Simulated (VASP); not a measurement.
Set up this calculation in VASP 6.6.1, as the native input.

| Property | Result |
| --- | --- |
| Task | single point |
| Functional | r2SCAN |
| Potentials or basis | VASP PAW PBE potentials, release 64 (Pt) |
| Cutoff | 520 eV |
| k mesh | 18 × 18 × 18 |
| Occupations | gaussian, width 0.1 eV |
| Spin | no spin polarisation |
| Dipole correction | no |
| Further INCAR settings | ALGO = Normal; EDIFF = 1e-06; NBANDS = 11 |

Pt:

```xyz
1
Lattice="0.0000 1.9091 1.9091 1.9091 0.0000 1.9091 1.9091 1.9091 0.0000" Properties=species:S:1:pos:R:3 pbc="T T T"
Pt    0.0000    0.0000    0.0000
```

This cell differs from its parent crystal: volume scaled by 0.91.

One way to write it, as run:

POSCAR

```
Pt
1.0
    0.0000000000      1.9091244044      1.9091244044
    1.9091244044      0.0000000000      1.9091244044
    1.9091244044      1.9091244044      0.0000000000
Pt
1
Direct
    0.0000000000      0.0000000000      0.0000000000
```

INCAR.step1

```
SYSTEM = Pt
ALGO     = Normal         ! electronic algorithm
EDIFF    = 1E-4           ! SCF threshold, eV
ENCUT    = 520            ! plane-wave cutoff, eV
GGA      = PE             ! functional
ISMEAR   = 0              ! smearing method
LASPH    = .True.         ! aspherical terms in the spheres
LCHARG   = .False.        ! write CHGCAR
LREAL    = .False.        ! projectors in reciprocal space
LWAVE    = .True.         ! write WAVECAR
NBANDS   = 11             ! bands
NELM     = 100            ! most SCF steps
PREC     = Accurate       ! precision mode
SIGMA    = 0.1            ! smearing width, eV
```

INCAR.step2

```
SYSTEM = Pt
ALGO     = Normal         ! electronic algorithm
EDIFF    = 1E-6           ! SCF threshold, eV
ENCUT    = 520            ! plane-wave cutoff, eV
ISIF     = 2              ! what is computed and relaxed
ISMEAR   = 0              ! smearing method
ISTART   = 1            
LASPH    = .True.         ! aspherical terms in the spheres
LCHARG   = .False.        ! write CHGCAR
LMIXTAU  = .True.       
LREAL    = .False.        ! projectors in reciprocal space
LWAVE    = .False.        ! write WAVECAR
METAGGA  = R2SCAN         ! meta-GGA
NBANDS   = 11             ! bands
NELM     = 100            ! most SCF steps
PREC     = Accurate       ! precision mode
SIGMA    = 0.1            ! smearing width, eV
```

KPOINTS

```
k-points
0
Gamma
  18 18 18
  0 0 0
```

Potentials or basis: VASP PAW PBE potentials, release 64 (Pt).

Launch:

```sh
$ cat potpaw_PBE.64/Pt/POTCAR > POTCAR
$ cp INCAR.step1 INCAR
$ mpirun -np 1 vasp_std > vasp.out
$ cp INCAR.step2 INCAR
$ mpirun -np 1 vasp_std > vasp.out
```

It gave:

| Quantity | Value |
| --- | --- |
| Pressure | 34.4 GPa |
| Band gap on the k mesh | zero (band 5 reaches 13.26 eV, above the bottom of band 6 at 10.53 eV) |

Caveat: the PAW data sets were made with another functional, which shifts forces and pressure a little; spin-orbit coupling is left out, which moves the levels of the heavy elements.

It took 35 s on 1 thread of Intel(R) Xeon(R) 6975P-C (Granite Rapids) (shared host), peak memory 0.15 GiB.
